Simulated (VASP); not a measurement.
InAgTe2, 8 atoms in the cell. The structure is tetragonal, space group I-42d (No. 122). Conventional cell: a = 6.570 Å, b = 6.570 Å, c = 12.998 Å, α = 90.00°, β = 90.00°, γ = 90.00°. In (site symmetry -4) has 4 Te at 2.86 Å within 3.8 Å. Within 3.7 Å of Ag (site symmetry -4) lie 4 Te at 2.81 Å. Te (site symmetry 2) has 2 Ag at 2.81 Å and 2 In at 2.86 Å within 3.7 Å. 

* Program: VASP 6.6.1
* Task: electric field gradients
* Functional: PBE
* Potentials or basis: VASP PAW PBE potentials, release 64 (In_d, Ag, Te)
* Cutoff: 400 eV
* k mesh: 6 × 6 × 6
* Occupations: gaussian, width 0.05 eV
* Spin: no spin polarisation
* Dipole correction: no
* Further INCAR settings: ALGO = Normal; EDIFF = 1e-08; NBANDS = 46

Potentials or basis: VASP PAW PBE potentials, release 64 (In_d, Ag, Te).

Launch:

```sh
$ cat potpaw_PBE.64/In_d/POTCAR potpaw_PBE.64/Ag/POTCAR potpaw_PBE.64/Te/POTCAR > POTCAR
$ mpirun -np 1 vasp_std > vasp.out
```

Hardware: 1 thread of Intel(R) Xeon(R) Platinum 8259CL CPU @ 2.50GHz (Skylake/Cascade Lake) (shared host).

Problem. How long does it take, and how much memory?

Solution. Run time: 7.6 min on 1 thread of Intel(R) Xeon(R) Platinum 8259CL CPU @ 2.50GHz (Skylake/Cascade Lake) (shared host), peak memory 0.55 GiB. Counts: scf iterations 17, k points 30.
